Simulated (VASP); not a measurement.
# Ge (Fm-3m) in VASP: further runs

Ge is run at these levels: LDA, PBE, revPBE, RPBE; tasks: single point.

Program: VASP 6.6.1. These are calculated values, not measurements. Logs are shortened: lines on timing, memory, paths and dates and some standing lists are left out, and cuts for length are marked.

## 1. The cell of the first run

Symmetry: Fm-3m, No. 225, cubic system. The conventional cell has a = 4.197 Å, b = 4.197 Å, c = 4.197 Å, α = 90.00°, β = 90.00°, γ = 90.00°. Ge (site symmetry m-3m) has 12 Ge at 2.97 Å within 3.9 Å.

## 2. Single point, LDA

The input, INCAR:

```
ALGO = Normal
EDIFF = 1E-6
ENCUT = 500
GGA_COMPAT = F
ISIF = 2
ISMEAR = -1
LASPH = T
LCHARG = F
LREAL = F
LWAVE = F
NBANDS = 13
NELM = 120
PREC = Accurate
SIGMA = 0.1
```

The input, KPOINTS:

```
k-points
0
Gamma
  10 10 10
```

The input, POSCAR:

```
Ge
1.0
    0.0000000000      2.0983610000      2.0983610000
    2.0983610000      0.0000000000      2.0983610000
    2.0983610000      2.0983610000      0.0000000000
Ge
1
Direct
    0.0000000000      0.0000000000      0.0000000000
```

Potentials or basis: VASP PAW LDA potentials, release 64 (Ge_d).

Launch:

```bash
$ cat potpaw_LDA.64/Ge_d/POTCAR > POTCAR
$ mpirun -np 1 vasp_std > vasp.out
```

OUTCAR:

```text
EDIFF = 1E-6
   ENCUT = 500
   ISIF = 2
   ISMEAR = -1
   LASPH = T
   LREAL = F
   NELM = 120
   PREC = Accurate

 ion  position               nearest neighbor table
   1  0.000  0.000  0.000-

  LATTYP: Found a face centered cubic cell.
 ALAT       =     4.1967220000

  Lattice vectors:

 A1 = (   0.0000000000,   2.0983610000,   2.0983610000)
 A2 = (   2.0983610000,   0.0000000000,   2.0983610000)
 A3 = (   2.0983610000,   2.0983610000,   0.0000000000)

Analysis of symmetry for initial positions (statically):
=====================================================================
 Subroutine PRICEL returns:
 Original cell was already a primitive cell.

 Routine SETGRP: Setting up the symmetry group for a
 face centered cubic supercell.

 Subroutine GETGRP returns: Found 48 space group operations
 (whereof 48 operations were pure point group operations)
 out of a pool of 48 trial point group operations.

The static configuration has the point symmetry O_h .

Analysis of symmetry for dynamics (positions and initial velocities):
=====================================================================
 Subroutine PRICEL returns:
 Original cell was already a primitive cell.

 Routine SETGRP: Setting up the symmetry group for a
 face centered cubic supercell.

 Subroutine GETGRP returns: Found 48 space group operations
 (whereof 48 operations were pure point group operations)
 out of a pool of 48 trial point group operations.

The dynamic configuration has the point symmetry O_h .

 Subroutine INISYM returns: Found 48 space group operations
 (whereof 48 operations are pure point group operations),
 and found     1 'primitive' translations

----------------------------------------------------------------------------------------

                                     Primitive cell

  volume of cell :      18.4787

  direct lattice vectors                    reciprocal lattice vectors
     0.000000000  2.098361000  2.098361000    -0.238281211  0.238281211  0.238281211
     2.098361000  0.000000000  2.098361000     0.238281211 -0.238281211  0.238281211
     2.098361000  2.098361000  0.000000000     0.238281211  0.238281211 -0.238281211

  length of vectors
     2.967530585  2.967530585  2.967530585     0.412715164  0.412715164  0.412715164

  position of ions in fractional coordinates (direct lattice)
     0.000000000  0.000000000  0.000000000

  ion indices of the primitive-cell ions
   primitive index   ion index
                 1           1

[... 82 lines left out ...]
   NELECT =      14.0000    total number of electrons
   NUPDOWN=      -1.0000    fix difference up-down
   EMIN   =  10.00;   EMAX   =-10.00  energy-range for DOS
   EFERMI =   0.00;   METHOD = LEGACY
   ISMEAR =    -1;   SIGMA  =   0.10  broadening in eV -4-tet -1-fermi 0-gaus
   EFERMI_NEDOS =   21; number of points for ismear=-14 and -15
   IALGO  =     38    algorithm
   IMIX   =      4    mixing-type and parameters
     AMIX     =   0.40;   BMIX     =  1.00
     AMIX_MAG =   1.60;   BMIX_MAG =  1.00
  volume/ion in A,a.u.               =      18.48       124.70
  Fermi-wavevector in a.u.,A,eV,Ry     =   1.492430  2.820284 30.304900  2.227347
  Thomas-Fermi vector in A             =   2.604959
   LORBIT       =      0    0 simple, 1 ext, 2 COOP (PROOUT), +10 PAW based schemes
   GGA     = CA    functional components
   LHFCALC =     F    Hartree Fock is set to
   AEXX    =    0.0000 exact exchange contribution
   IVDW    =     0    specifies the selected vdW correction
   LEPSILON=     F    determine dielectric tensor
   LRPA    =     F    only Hartree local field effects (RPA)
 non-spin polarized calculation
  energy-cutoff  :      500.00
  volume of cell :       18.48
 maximum number of plane-waves:       495
 NGX is ok and might be reduce to    24
   NGX = 11   NGY = 11   NGZ = 11

 number of electron      13.9999991 magnetization

 Free energy of the ion-electron system (eV)
  ---------------------------------------------------
  ext. energy  EPLUGINS =         0.00000000
  ---------------------------------------------------
  free energy    TOTEN  =        -4.88826215 eV

  energy without entropy =       -4.86596959  energy(sigma->0) =       -4.87711587

 E-fermi :   6.8222     XC(G=0): -11.6820

 val. band max:        6.7622807549   @ k =   0.4000   0.2000   0.1000
 cond. band min:       6.8464870602   @ k =   0.4000   0.3000   0.0000
 fundamental gap:      0.0842063053
 Fermi energy:         6.8222029388

 k-point     1 :       0.0000    0.0000    0.0000
  band No.  band energies     occupation
      1     -18.0671      2.00000
      2     -18.0671      2.00000
      3     -18.0671      2.00000
      4     -18.0136      2.00000
      5     -18.0136      2.00000
      6      -6.6039      2.00000
      7      15.8058      0.00000
      8      15.8058      0.00000
      9      15.8058      0.00000
     10      21.0294      0.00000
     11      21.0294      0.00000
     12      21.0294      0.00000
     13      22.0659      0.00000
[... 354 lines left out ...]
  band No.  band energies     occupation
      1     -18.1094      2.00000
      2     -18.0693      2.00000
      3     -17.9911      2.00000
      4     -17.9800      2.00000
      5     -17.9660      2.00000
      6      -2.3302      2.00000
      7       6.8465      0.87917
      8       8.9679      0.00000
      9      10.3414      0.00000
     10      14.4779      0.00000
     11      16.2643      0.00000
     12      28.7100      0.00000
     13      29.5095      0.00000

 [... further k-points ...]

------------------------ aborting loop because EDIFF is reached ----------------------------------------

  FORCE on cell =-STRESS in cart. coord.  units (eV):
  Direction    XX          YY          ZZ          XY          YZ          ZX
  --------------------------------------------------------------------------------------
  -------------------------------------------------------------------------------------
  Total       -0.1508715     -0.1508715     -0.1508715     -0.0000000     -0.0000000      0.0000000
  in kB      -13.0811843    -13.0811843    -13.0811843     -0.0000000     -0.0000000      0.0000000
  external PRESSURE =     -13.0811843 kB  Pullay stress =       0.0000000 kB

 VOLUME and BASIS-vectors are now :
 -----------------------------------------------------------------------------
  energy-cutoff  :      500.00
  volume of cell :       18.48
      direct lattice vectors                 reciprocal lattice vectors
     0.000000000  2.098361000  2.098361000    -0.238281211  0.238281211  0.238281211
     2.098361000  0.000000000  2.098361000     0.238281211 -0.238281211  0.238281211
     2.098361000  2.098361000  0.000000000     0.238281211  0.238281211 -0.238281211

 POSITION                                       TOTAL-FORCE (eV/Angst)
 -----------------------------------------------------------------------------------
      0.00000      0.00000      0.00000         0.000000      0.000000      0.000000
 -----------------------------------------------------------------------------------
    total drift:                               -0.000000      0.000000     -0.000000

  FREE ENERGIE OF THE ION-ELECTRON SYSTEM (eV)
  ---------------------------------------------------
  free  energy   TOTEN  =        -4.8882621502 eV

  energy  without entropy=       -4.8659695921  energy(sigma->0) =       -4.87711587
```

OSZICAR:

```text
N       E                     dE             d eps       ncg     rms          rms(c)
DAV:   1     0.611310033403E+02    0.61131E+02   -0.69771E+03  1374   0.285E+03
DAV:   2     0.301429771383E+00   -0.60830E+02   -0.57692E+02  1302   0.403E+02
DAV:   3    -0.484260244045E+01   -0.51440E+01   -0.51245E+01  1442   0.690E+01
DAV:   4    -0.490500697909E+01   -0.62405E-01   -0.62396E-01  1402   0.824E+00
DAV:   5    -0.490557969762E+01   -0.57272E-03   -0.57271E-03  1497   0.843E-01    0.118E+00
DAV:   6    -0.489344124974E+01    0.12138E-01   -0.74946E-03  1547   0.175E+00    0.643E-01
DAV:   7    -0.488845810536E+01    0.49831E-02   -0.47983E-03  1517   0.992E-01    0.629E-02
DAV:   8    -0.488826186024E+01    0.19625E-03   -0.34979E-04  1497   0.435E-01    0.216E-02
DAV:   9    -0.488826215016E+01   -0.28992E-06   -0.41767E-06  1407   0.183E-02
   1 F= -.48882622E+01 E0= -.48771159E+01  d E =-.222926E-01
```

It took 13 s on 1 thread of Intel Xeon 8259CL, shared host; peak memory 0.13 GiB.

Results:

- Free energy: -4.8883 eV
- Pressure: -1.3 GPa
- Band gap on the k mesh: zero (band 7 reaches 15.81 eV, above the bottom of band 8 at 4.42 eV)

## 3. Single point, PBE

The input, INCAR:

```
SYSTEM = Ge
PREC     = Accurate       ! precision mode
ENCUT    = 500            ! plane-wave cutoff, eV
EDIFF    = 1E-6           ! SCF threshold, eV
ISMEAR   = -1             ! smearing method
SIGMA    = 0.1            ! smearing width, eV
LREAL    = .False.        ! projectors in reciprocal space
LASPH    = .True.         ! aspherical terms in the spheres
NELM     = 120            ! most SCF steps
ALGO     = Normal         ! electronic algorithm
ISIF     = 2              ! what is computed and relaxed
LWAVE    = .False.        ! write WAVECAR
LCHARG   = .False.        ! write CHGCAR
GGA      = PE             ! functional
NBANDS   = 13             ! bands
GGA_COMPAT= .False.
```

The input, KPOINTS:

```
regular mesh
0
Gamma
  10 10 10
  0 0 0
```

POSCAR is that of step 2.

Potentials or basis: VASP PAW PBE potentials, release 64 (Ge_d).

Launch:

```bash
$ cat potpaw_PBE.64/Ge_d/POTCAR > POTCAR
$ mpirun -np 1 vasp_std > vasp.out
```

It took 14 s on 1 thread of Intel Xeon 8259CL, shared host; peak memory 0.14 GiB.

It converged, with:

- Free energy: -4.1826 eV
- Pressure: 3.7 GPa
- Band gap on the k mesh: zero (band 7 reaches 16.23 eV, above the bottom of band 8 at 4.69 eV)

Levels at points of the mesh, in eV from the Fermi level:
```
           k point  band 4  band 5  band 6  band 7  band 8  band 9  band 10  band 11
(0.00, 0.00, 0.00)  -24.78  -24.78  -13.44    9.11    9.11    9.11    14.12    14.12
(0.50, 0.00, 0.00)  -24.73  -24.73   -8.02   -5.76    6.97    6.97    12.32    12.76
(0.50, 0.50, 0.00)  -24.72  -24.72   -5.63   -4.47    2.60    2.60     6.42     6.65
```

## 4. Single point, revPBE

The input, INCAR:

```
SYSTEM = Ge
ALGO = Normal
EDIFF = 1E-6
ENCUT = 500
GGA = RE
GGA_COMPAT = .FALSE.
ISIF = 2
ISMEAR = -1
LASPH = .TRUE.
LCHARG = .TRUE.
LELF = .TRUE.
LREAL = .FALSE.
LVHAR = .TRUE.
LWAVE = .FALSE.
NBANDS = 13
NELM = 120
PREC = Accurate
SIGMA = 0.1
```

The input, KPOINTS:

```
k-points
0
G
  10 10 10
  0 0 0
```

POSCAR is that of step 3.

Launch:

```bash
$ cat potpaw_PBE.64/Ge_d/POTCAR > POTCAR
$ mpirun -np 1 vasp_std > vasp.out
```

Wall time 17 s (1 thread of Intel Xeon 8259CL, shared host); peak memory 0.14 GiB.

It converged, with:

| Item | Value |
| --- | --- |
| Free energy | -3.8707 eV |
| Pressure | 4.9 GPa |
| Band gap on the k mesh | zero (band 7 reaches 16.36 eV, above the bottom of band 8 at 4.77 eV) |

Levels at points of the mesh, in eV from the Fermi level:
| k point | band 5 | band 6 | band 7 | band 8 | band 9 | band 10 |
| --- | --- | --- | --- | --- | --- | --- |
| (0.00, 0.00, 0.00) | -24.83 | -13.44 | 9.15 | 9.15 | 9.15 | 14.08 |
| (0.50, 0.00, 0.00) | -24.78 | -8.00 | -5.78 | 7.00 | 7.00 | 12.31 |
| (0.50, 0.50, 0.00) | -24.77 | -5.60 | -4.48 | 2.61 | 2.61 | 6.40 |

Caveat: the PAW data sets were made with another functional, which shifts forces and pressure a little.

## 5. Single point, RPBE

The input, INCAR:

```
SYSTEM = Ge
PREC = Accurate ; ENCUT = 500
EDIFF = 1E-6 ; ISMEAR = -1
SIGMA = 0.1 ; LREAL = .False.
LASPH = .True. ; NELM = 120
ALGO = Normal ; ISIF = 2
LWAVE = .False. ; LCHARG = .False.
GGA = RP ; NBANDS = 13
GGA_COMPAT = .False.
```

The input, KPOINTS:

```
regular mesh
0
Gamma
  10 10 10
  0 0 0
```

POSCAR is that of step 4.

Launch:

```bash
$ cat potpaw_PBE.64/Ge_d/POTCAR > POTCAR
$ mpirun -np 1 vasp_std > vasp.out
```

Wall time 16 s (1 thread of Intel Xeon 8259CL, shared host); peak memory 0.14 GiB.

It converged, with:

```
Free energy            : -3.8086 eV
Pressure               : 5.3 GPa
Band gap on the k mesh : zero (band 7 reaches 16.41 eV, above the bottom of band 8 at 4.80 eV)
```

Levels at points of the mesh, in eV from the Fermi level:
```csv
k point,band 3,band 4,band 5,band 6,band 7,band 8,band 9,band 10,band 11,band 12
"(0.00, 0.00, 0.00)",-24.90,-24.85,-24.85,-13.45,9.17,9.17,9.17,14.06,14.06,14.06
"(0.50, 0.00, 0.00)",-24.90,-24.80,-24.80,-7.99,-5.78,7.01,7.01,12.30,12.71,12.71
"(0.50, 0.50, 0.00)",-24.81,-24.79,-24.79,-5.59,-4.49,2.61,2.61,6.39,6.58,28.52
```

Caveat: the PAW data sets were made with another functional, which shifts forces and pressure a little.

## 6. Overview

```tsv
level	potentials or basis	gap on the mesh (eV)	pressure (GPa)
LDA	VASP PAW LDA potentials, release 64 (Ge_d)	none	-1.3
PBE	VASP PAW PBE potentials, release 64 (Ge_d)	none	3.7
revPBE	VASP PAW PBE potentials, release 64 (Ge_d)	none	4.9
RPBE	VASP PAW PBE potentials, release 64 (Ge_d)	none	5.3
```

Alike in all rows: task single point; no spin polarisation; cell as given; k mesh 10 × 10 × 10; cutoff (eV) 500; smearing fermi-dirac 0.1 eV.

Caveats: the PAW data sets were made with another functional, which shifts forces and pressure a little (some runs).

Total energies depend on the potentials used, so only differences within one code and one set of settings carry meaning.
